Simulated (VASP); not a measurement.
GaSb: single point with PBE

Crystal: GaSb.

```
Sb Ga
1.0
    -2.69723    2.69723    1.55823
     2.69723   -2.69723    1.55823
     2.69723    2.69723   -1.55823
Sb Ga
1 1
Direct
  0.00000 0.00000 0.00000
  0.75000 0.25000 0.50000
```

This cell differs from its parent crystal: volume scaled by 0.94.

```yaml
Program: VASP 6.6.1
Task: single point
Functional: PBE
Potentials_or_basis: VASP PAW PBE potentials, release 64 (Sb, Ga_d)
Cutoff: 520 eV
k_mesh: 10 × 10 × 10
Occupations: fermi-dirac, width 0.05 eV
Spin: no spin polarisation
```

| Item | Value |
| --- | --- |
| Pressure | 3.9 GPa |
| Band gap on the k mesh | zero (band 9 reaches 9.07 eV, above the bottom of band 10 at 4.33 eV) |

Stress tensor (GPa, compression positive):
```
4.39 0.00 0.00
0.00 4.39 0.00
0.00 0.00 3.01
```

Levels at points of the mesh, in eV from the Fermi level:
```tsv
k point	band 7	band 8	band 9	band 10	band 11	band 12
(0.00, 0.00, 0.00)	-2.76	-2.04	-2.04	3.30	5.36	7.44
(0.50, 0.00, 0.00)	-5.94	-2.49	-1.64	-1.25	2.29	3.43
(0.50, 0.50, 0.00)	-8.43	-0.01	1.77	2.32	2.45	4.78
(0.50, 0.50, 0.50)	-6.10	-5.35	-5.35	3.58	5.02	11.03
```

Run time: 20 s on 1 thread of Intel(R) Xeon(R) 6975P-C (Granite Rapids) (shared host), peak memory 0.22 GiB.

Caveat: spin-orbit coupling is left out, which moves the levels of the heavy elements.
